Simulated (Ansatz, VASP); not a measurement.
Two plane-wave programs on YGaC6N6

```
Y Ga C N
1.0
     0.00000    5.66878    5.66878
     5.66878    0.00000    5.66878
     5.66878    5.66878    0.00000
Y Ga C N
1 1 6 6
Cartesian
  5.6688 5.6688 5.6688
  0.0000 0.0000 0.0000
  2.1391 5.6688 5.6688
  5.6688 2.1391 5.6688
  5.6688 5.6688 2.1391
  9.1985 5.6688 5.6688
  5.6688 9.1985 5.6688
  5.6688 5.6688 9.1985
  3.3050 5.6688 5.6688
  5.6688 3.3050 5.6688
  5.6688 5.6688 3.3050
  8.0326 5.6688 5.6688
  5.6688 8.0326 5.6688
  5.6688 5.6688 8.0326
```

Alike in both runs: functional PBE; k mesh 4 × 4 × 4; occupations gaussian, width 0.1 eV; no spin polarisation.

Ansatz relaxed the structure, and its values are those at the end. VASP's run is a single point on that final structure, the one shown.

|  | VASP | Ansatz |
| --- | --- | --- |
| version | VASP 6.6.1 | Ansatz 0.2.0 |
| potentials or method | VASP PAW PBE potentials, release 64 (Y_sv, Ga_d, C, N), cutoff 520 eV | scalar-relativistic, plane waves, PAW |
| valence electrons in the cell | 78 | 78 |

|  | VASP | Ansatz | Ansatz less VASP |
| --- | --- | --- | --- |
| gap on the k mesh at the Fermi level (eV) | 4.24 | 4.25 | +0.008 |
| least direct gap on the mesh (eV) | 4.32 | 4.33 | +0.008 |
| pressure (GPa) | 0.6 | 0.2 | -0.34 |
| rms of the force components (eV/Å) | 0.221 | 0.005 | -0.2165 |

One of these differences is far larger than is usual between the two programs; its cause wasn't traced.

Noted on VASP's run: the standard files for N, O and F lose accuracy on very short bonds.
